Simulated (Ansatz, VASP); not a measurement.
One calculation of TaAl5, two programs

```xyz
6
Lattice="0.0000 3.6437 3.6437 3.6437 0.0000 3.6437 3.6437 3.6437 0.0000" Properties=species:S:1:pos:R:3 pbc="T T T"
Ta    0.0000    0.0000    0.0000
Al    2.7325    4.5549    2.7325
Al    1.8219    1.8219    1.8219
Al    4.5549    2.7325    2.7325
Al    4.5549    4.5549    4.5549
Al    2.7325    2.7325    4.5549
```

Change from the starting cell: species swapped into the Be5Au type (F-43m, No. 216).

Alike in both runs: functional PBE; k mesh 10 × 10 × 10; occupations gaussian, width 0.1 eV; no spin polarisation.

Ansatz relaxed the structure, and its values are those at the end. VASP's run is a single point on that final structure, the one shown.

|  | VASP | Ansatz |
| --- | --- | --- |
| version | VASP 6.6.1 | Ansatz 0.2.0 |
| potentials or method | VASP PAW PBE potentials, release 64 (Ta_pv, Al), cutoff 520 eV | scalar-relativistic, plane waves, PAW |
| valence electrons in the cell | 26 | 28 |

|  | VASP | Ansatz | Ansatz less VASP |
| --- | --- | --- | --- |
| gap on the k mesh at the Fermi level (eV) | none | none | - |
| pressure (GPa) | 0.0 | 0.0 | +0.02 |
| rms of the force components (eV/Å) | 0.004 | 0.004 | 0.0000 |

A gap of «none» marks a metal or a gap that the smearing closes. The functional is the same, so the differences come from potentials, cutoffs and numerics. VASP's potentials hold 26 valence electrons a cell and Ansatz's 28, so a difference there can come from the potentials and not from the codes.

Neither program's run includes spin-orbit coupling.
